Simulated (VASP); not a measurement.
## HfGe (zincblende type): single point with LDA

The system is HfGe (zincblende type).

```xyz
2
Lattice="0.0000 2.3645 2.3645 2.3645 0.0000 2.3645 2.3645 2.3645 0.0000" Properties=species:S:1:pos:R:3 pbc="T T T"
Hf    0.0000    0.0000    0.0000
Ge    1.1823    1.1823    1.1823
```

This cell differs from its parent crystal: volume scaled by 0.5.

| Quantity | Value |
| --- | --- |
| Program | VASP 6.6.1 |
| Task | single point |
| Functional | LDA |
| Potentials or basis | VASP PAW LDA potentials, release 64 (Hf_pv, Ge_d) |
| Cutoff | 520 eV |
| k mesh | 11 × 11 × 11 |
| Occupations | fermi-dirac, width 0.05 eV |
| Spin | no spin polarisation |
| Dipole correction | no |
| Further INCAR settings | ALGO = Normal; EDIFF = 1e-06; NBANDS = 19 |

* Pressure: 187.2 GPa
* Band gap on the k mesh: zero (band 12 reaches 10.25 eV, above the bottom of band 13 at 8.36 eV)

Levels at points of the mesh, in eV from the Fermi level:
```
           k point  band 10  band 11  band 12  band 13  band 14  band 15
(0.00, 0.00, 0.00)    -3.42    -3.42    -3.42     2.05     2.05     7.00
```

Wall time 18 s on 1 thread of Intel(R) Xeon(R) Platinum 8559C (Emerald Rapids) (shared host), peak memory 0.16 GiB.

Caveat: spin-orbit coupling is left out, which moves the levels of the heavy elements.
